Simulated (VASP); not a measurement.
# Pd (C2/c) in VASP: single point with LDA

Aim: the single point of Pd with LDA.

Program: VASP 6.6.1. These are calculated values, not measurements. Logs are shortened: lines on timing, memory, paths and dates and some standing lists are left out, and cuts for length are marked.

## (1) The cell of the first run

The typed cell holds 2 atoms: a = 4.983 Å, b = 4.983 Å, c = 2.806 Å, α = 97.83°, β = 97.83°, γ = 147.91°.

## (2) Single point, LDA (16.10 Å³/atom)

Input file INCAR:

```
  ALGO = Normal
  EDIFF = 1E-7
  ENCUT = 520
  ISIF = 2
  ISMEAR = -1
  KPAR = 4
  LASPH = T
  LCHARG = F
  LREAL = F
  LWAVE = F
  NBANDS = 17
  NELM = 100
  PREC = Accurate
  SIGMA = 0.1
```

Input file KPOINTS:

```
k-points
0
Gamma
  23 23 22
```

Input file POSCAR:

```
Pd
1.0
   -3.3869692466      3.3852829703      1.3773420435
    3.3852829703     -3.3869692466      1.3773420435
    1.7273994983      1.7273994983     -1.3804304616
Pd
2
Direct
    0.9999725365      0.0000274635      1.0000000000
    0.7500274635      0.2499725365      0.5000000000
```

Potentials or basis: VASP PAW LDA potentials, release 64 (Pd).

The run is started by

```bash
$ cat potpaw_LDA.64/Pd/POTCAR > POTCAR
$ mpirun -np 4 vasp_std > vasp.out
```

OUTCAR:

```text
EDIFF = 1E-7
   ENCUT = 520
   ISIF = 2
   ISMEAR = -1
   LASPH = T
   LREAL = F
   NELM = 100
   PREC = Accurate

 ion  position               nearest neighbor table
   1  1.000  0.000  0.000-   2 2.77   2 2.77   2 2.77   2 2.77   2 3.39   2 3.39   2 3.39   2 3.39

   2  0.750  0.250  0.500-   1 2.77   1 2.77   1 2.77   1 2.77   1 3.39   1 3.39   1 3.39   1 3.39

  Warning from LATTYP: Got some problem with cell dimensions!
  Tried to take original basis but could not verify dimensions!
  LATTYP: Found a base centered monoclinic cell.
 ALAT       =     2.7546851193
 B/A-ratio  =     3.4767715795
 C/A-ratio  =     1.0167576769
 COS(beta)  =    -0.4899018783

  Lattice vectors:

 A1 = (   3.3869692466,  -3.3852829703,  -1.3773420435)
 A2 = (  -3.3852829703,   3.3869692466,  -1.3773420435)
 A3 = (   1.7257132220,   1.7257132220,   1.3742536254)

Analysis of symmetry for initial positions (statically):
=====================================================================
 Subroutine PRICEL returns:
 Original cell was already a primitive cell.

 Routine SETGRP: Setting up the symmetry group for a
 base centered monoclinic supercell.

 Subroutine GETGRP returns: Found  4 space group operations
 (whereof  2 operations were pure point group operations)
 out of a pool of  4 trial point group operations.

The static configuration has the point symmetry C_2 .
 The point group associated with its full space group is C_2h.

Analysis of symmetry for dynamics (positions and initial velocities):
=====================================================================
 Subroutine PRICEL returns:
 Original cell was already a primitive cell.

 Routine SETGRP: Setting up the symmetry group for a
 base centered monoclinic supercell.

 Subroutine GETGRP returns: Found  4 space group operations
 (whereof  2 operations were pure point group operations)
 out of a pool of  4 trial point group operations.

The dynamic configuration has the point symmetry C_2 .
 The point group associated with its full space group is C_2h.

 Subroutine INISYM returns: Found  4 space group operations
 (whereof  2 operations are pure point group operations),
 and found     1 'primitive' translations

----------------------------------------------------------------------------------------

                                     Primitive cell

  volume of cell :      32.2096

  direct lattice vectors                    reciprocal lattice vectors
    -3.386969247  3.385282970  1.377342043     0.071291050  0.218952414  0.363195706
     3.385282970 -3.386969247  1.377342043     0.218952414  0.071291050  0.363195706
     1.727399498  1.727399498 -1.380430462     0.289594107  0.289594107  0.000354549

  length of vectors
     4.982847837  4.982847837  2.805959072     0.430039178  0.430039178  0.409548067

  position of ions in fractional coordinates (direct lattice)
     0.999972537  0.000027463  1.000000000
     0.750027463  0.249972537  0.500000000

  ion indices of the primitive-cell ions
   primitive index   ion index
                 1           1
                 2           2

----------------------------------------------------------------------------------------

 KPOINTS: k-points

Automatic generation of k-mesh.
 Grid dimensions read from file:
 generate k-points for:   23   23   22

 Generating k-lattice:

  Cartesian coordinates                     Fractional coordinates (reciprocal lattice)
     0.003099611  0.009519670  0.015791118     0.043478261  0.000000000  0.000000000
     0.009519670  0.003099611  0.015791118     0.000000000  0.043478261  0.000000000
     0.013163369  0.013163369  0.000016116     0.000000000  0.000000000  0.045454545

  Length of vectors
     0.018697356  0.018697356  0.018615821

  Shift w.r.t. Gamma in fractional coordinates (k-lattice)
     0.000000000  0.000000000  0.000000000

 Subroutine IBZKPT returns following result:
 ===========================================

 Found   3048 irreducible k-points:

 Following reciprocal coordinates:
            Coordinates               Weight
  0.000000  0.000000  0.000000      1.000000
  0.043478 -0.000000  0.000000      4.000000
  0.086957 -0.000000  0.000000      4.000000
  0.130435 -0.000000  0.000000      4.000000
  0.173913 -0.000000  0.000000      4.000000
  0.217391 -0.000000  0.000000      4.000000
[... 16 lines left out ...]
  0.478261  0.043478  0.000000      4.000000
 -0.478261  0.043478  0.000000      4.000000
 [... further k-points ...]
   k-points           NKPTS =   3048   k-points in BZ     NKDIM =   3048   number of bands    NBANDS=     17
   number of dos      NEDOS =    301   number of ions     NIONS =      2
   total plane-waves  NPLWV =  38400
   dimension x,y,z NGX =    40 NGY =   40 NGZ =   24
   dimension x,y,z NGXF=    80 NGYF=   80 NGZF=   48
   ions per type =               2
   NGX,Y,Z   is equivalent  to a cutoff of  13.35, 13.35, 14.22 a.u.
   NGXF,Y,Z  is equivalent  to a cutoff of  26.69, 26.69, 28.44 a.u.
 SYSTEM =  unknown system
   PREC   = accura    normal or accurate (medium, high low for compatibility)
   ISTART =      0    job   : 0-new  1-cont  2-samecut
   ICHARG =      2    charge: 1-file 2-atom 10-const
   ISPIN  =      1    spin polarized calculation?
   LNONCOLLINEAR =      F non collinear calculations
   LSORBIT =      F    spin-orbit coupling
   LASPH  =      T    aspherical Exc in radial PAW
   ENCUT  =  520.0 eV  38.22 Ry    6.18 a.u.   9.26  9.26  5.22*2*pi/ulx,y,z
   NELM   =    100;   NELMIN=  2; NELMDL= -5     # of ELM steps
   EDIFF  = 0.1E-06   stopping-criterion for ELM
   LREAL  =      F    real-space projection
   EDIFFG = 0.1E-05   stopping-criterion for IOM
   NSW    =      0    number of steps for IOM
   IBRION =     -1    ionic relax: 0-MD 1-quasi-New 2-CG
   NFREE  =      0    steps in history (QN), initial steepest desc. (CG)
   ISIF   =      2    stress and relaxation
   ISYM   =      2    0-nonsym 1-usesym 2-fastsym
   POTIM  = 0.5000    time-step for ionic-motion
   TEBEG  =    0.0;   TEEND  =   0.0 temperature during run
   PSTRESS=    0.0 pullay stress
   NELECT =      20.0000    total number of electrons
   NUPDOWN=      -1.0000    fix difference up-down
   EMIN   =  10.00;   EMAX   =-10.00  energy-range for DOS
   EFERMI =   0.00;   METHOD = LEGACY
   ISMEAR =    -1;   SIGMA  =   0.10  broadening in eV -4-tet -1-fermi 0-gaus
   EFERMI_NEDOS =   21; number of points for ismear=-14 and -15
   IALGO  =     38    algorithm
   IMIX   =      4    mixing-type and parameters
     AMIX     =   0.40;   BMIX     =  1.00
     AMIX_MAG =   1.60;   BMIX_MAG =  1.00
  volume/ion in A,a.u.               =      16.10       108.68
  Fermi-wavevector in a.u.,A,eV,Ry     =   1.396657  2.639299 26.540215  1.950651
  Thomas-Fermi vector in A             =   2.519990
   LORBIT       =      0    0 simple, 1 ext, 2 COOP (PROOUT), +10 PAW based schemes
   GGA     = CA    functional components
   LHFCALC =     F    Hartree Fock is set to
   AEXX    =    0.0000 exact exchange contribution
   IVDW    =     0    specifies the selected vdW correction
   LEPSILON=     F    determine dielectric tensor
   LRPA    =     F    only Hartree local field effects (RPA)
 non-spin polarized calculation
  energy-cutoff  :      520.00
  volume of cell :       32.21
 maximum number of plane-waves:       881
 NGX is ok and might be reduce to    40
   NGX = 19   NGY = 19   NGZ = 11

 number of electron      19.9999998 magnetization

 Free energy of the ion-electron system (eV)
  ---------------------------------------------------
  ext. energy  EPLUGINS =         0.00000000
  ---------------------------------------------------
  free energy    TOTEN  =       -12.67321965 eV

  energy without entropy =      -12.54447287  energy(sigma->0) =      -12.60884626

 E-fermi :   8.1916     XC(G=0): -12.9764

 val. band max:        8.1915794866   @ k =  -0.0870  -0.3478   0.4545
 cond. band min:       8.1916777705   @ k =  -0.1739   0.3913   0.1364
 fundamental gap:      0.0000982839
 Fermi energy:         8.1915835720

 k-point     1 :       0.0000    0.0000    0.0000
  band No.  band energies     occupation
      1       1.5939      2.00000
      2       3.4573      2.00000
      3       5.0698      2.00000
      4       5.5780      2.00000
      5       6.0124      2.00000
      6       6.0224      2.00000
[... 9 lines left out ...]
     16      27.0039      0.00000
     17      30.2822      0.00000

 k-point     2 :       0.0435   -0.0000    0.0000
  band No.  band energies     occupation
      1       1.6576      2.00000
      2       3.5020      2.00000
      3       5.0911      2.00000
      4       5.6044      2.00000
      5       5.9968      2.00000
      6       6.0044      2.00000
[... 9 lines left out ...]
     16      26.9856      0.00000
     17      29.7702      0.00000

 k-point     3 :       0.0870   -0.0000    0.0000
  band No.  band energies     occupation
      1       1.8452      2.00000
      2       3.6298      2.00000
      3       5.1504      2.00000
      4       5.6556      2.00000
      5       5.9163      2.00000
      6       5.9862      2.00000
[... 9 lines left out ...]
     16      26.8252      0.00000
     17      28.6098      0.00000

 k-point     4 :       0.1304   -0.0000    0.0000
  band No.  band energies     occupation
      1       2.1451      2.00000
      2       3.8194      2.00000
      3       5.2277      2.00000
      4       5.6500      2.00000
      5       5.7708      2.00000
      6       6.0718      2.00000
[... 9 lines left out ...]
     16      26.5790      0.00000
     17      27.3808      0.00000
[... 343 lines left out ...]
      1       3.6272      2.00000
      2       3.7322      2.00000
      3       4.0116      2.00000
      4       5.0806      2.00000
      5       6.2314      2.00000
      6       6.8091      2.00000
[... 9 lines left out ...]
     16      22.2368      0.00000
     17      24.5739      0.00000

 k-point    23 :       0.4783    0.0435    0.0000
  band No.  band energies     occupation
      1       3.6583      2.00000
      2       3.7153      2.00000
      3       3.9891      2.00000
      4       5.0641      2.00000
      5       6.2314      2.00000
      6       6.9506      1.99999
[... 9 lines left out ...]
     16      22.2597      0.00000
     17      24.5099      0.00000

 k-point    24 :      -0.4783    0.0435    0.0000
  band No.  band energies     occupation
      1       3.7065      2.00000
      2       3.7501      2.00000
      3       4.0249      2.00000
      4       5.0698      2.00000
      5       6.2578      2.00000
      6       7.0047      1.99999
[... 9 lines left out ...]
     16      22.4687      0.00000
     17      24.6892      0.00000

 [... further k-points ...]

------------------------ aborting loop because EDIFF is reached ----------------------------------------

  FORCE on cell =-STRESS in cart. coord.  units (eV):
  Direction    XX          YY          ZZ          XY          YZ          ZX
  --------------------------------------------------------------------------------------
  -------------------------------------------------------------------------------------
  Total       -3.6286081     -3.6286081     -3.5344128     -0.0643170      0.0130383      0.0130383
  in kB     -180.4951095   -180.4951095   -175.8096233     -3.1992733      0.6485538      0.6485532
  external PRESSURE =    -178.9332807 kB  Pullay stress =       0.0000000 kB

 VOLUME and BASIS-vectors are now :
 -----------------------------------------------------------------------------
  energy-cutoff  :      520.00
  volume of cell :       32.21
      direct lattice vectors                 reciprocal lattice vectors
    -3.386969247  3.385282970  1.377342043     0.071291050  0.218952414  0.363195706
     3.385282970 -3.386969247  1.377342043     0.218952414  0.071291050  0.363195706
     1.727399498  1.727399498 -1.380430462     0.289594107  0.289594107  0.000354549

 POSITION                                       TOTAL-FORCE (eV/Angst)
 -----------------------------------------------------------------------------------
     -3.38678      3.38510      1.37734         0.000816     -0.000816     -0.000000
     -0.83039      2.55611      0.68713        -0.000816      0.000816      0.000000
 -----------------------------------------------------------------------------------
    total drift:                                0.000000      0.000000     -0.000000

  FREE ENERGIE OF THE ION-ELECTRON SYSTEM (eV)
  ---------------------------------------------------
  free  energy   TOTEN  =       -12.6732196487 eV

  energy  without entropy=      -12.5444728701  energy(sigma->0) =      -12.60884626
```

Run time: 5.2 min. Hardware: 4 MPI ranks of Intel Xeon Platinum 8488C (Sapphire Rapids), shared host; peak memory 1.3 GiB.

What came out:

| Quantity | Value |
| --- | --- |
| Free energy | -12.6732 eV |
| Pressure | -17.9 GPa |
| Band gap on the k mesh | zero (bands 10 and 11 overlap by 1.05 eV) |

Stress tensor (GPa, compression positive):
```
-18.05  -0.32   0.06
 -0.32 -18.05   0.06
  0.06   0.06 -17.58
```

Caveat: the cell stands under tension.
